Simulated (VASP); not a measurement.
## Rh: single point with RPBE

Rh:

```
Rh
1.0
     2.74289    0.00000    0.00000
    -1.37145    2.37541    0.00000
     0.00000    0.00000    4.41833
Rh
2
Direct
  0.33333 0.66667 0.25000
  0.66667 0.33333 0.75000
```

- Program: VASP 6.6.1
- Task: single point
- Functional: RPBE
- Potentials or basis: VASP PAW PBE potentials, release 64 (Rh_pv)
- Cutoff: 520 eV
- k mesh: 22 × 22 × 12
- Occupations: fermi-dirac, width 0.1 eV
- Spin: no spin polarisation
- Dipole correction: no
- Further INCAR settings: ALGO = Normal; EDIFF = 1e-07; NBANDS = 22

| Property | Result |
| --- | --- |
| Pressure | 0.1 GPa |
| Band gap on the k mesh | zero (band 15 reaches 11.84 eV, above the bottom of band 16 at 9.65 eV) |

Stress tensor (GPa, compression positive):
```
0.07 0.00 0.00
0.00 0.07 0.00
0.00 0.00 0.20
```

Levels at points of the mesh, in eV from the Fermi level:
| k point | band 13 | band 14 | band 15 | band 16 | band 17 | band 18 |
| --- | --- | --- | --- | --- | --- | --- |
| (0.00, 0.00, 0.00) | -2.32 | -1.79 | -1.79 | 0.13 | 0.13 | 0.85 |
| (0.50, 0.00, 0.00) | -2.00 | 0.38 | 0.59 | 0.66 | 2.90 | 4.93 |
| (0.00, 0.00, 0.50) | -2.92 | -2.92 | -0.40 | -0.40 | -0.40 | -0.40 |
| (0.50, 0.00, 0.50) | -0.26 | -0.26 | 0.55 | 0.55 | 2.64 | 2.64 |

It took 67 s on 1 thread of Intel(R) Xeon(R) 6975P-C (Granite Rapids) (shared host), peak memory 0.28 GiB.

Caveat: the PAW data sets were made with another functional, which shifts forces and pressure a little.
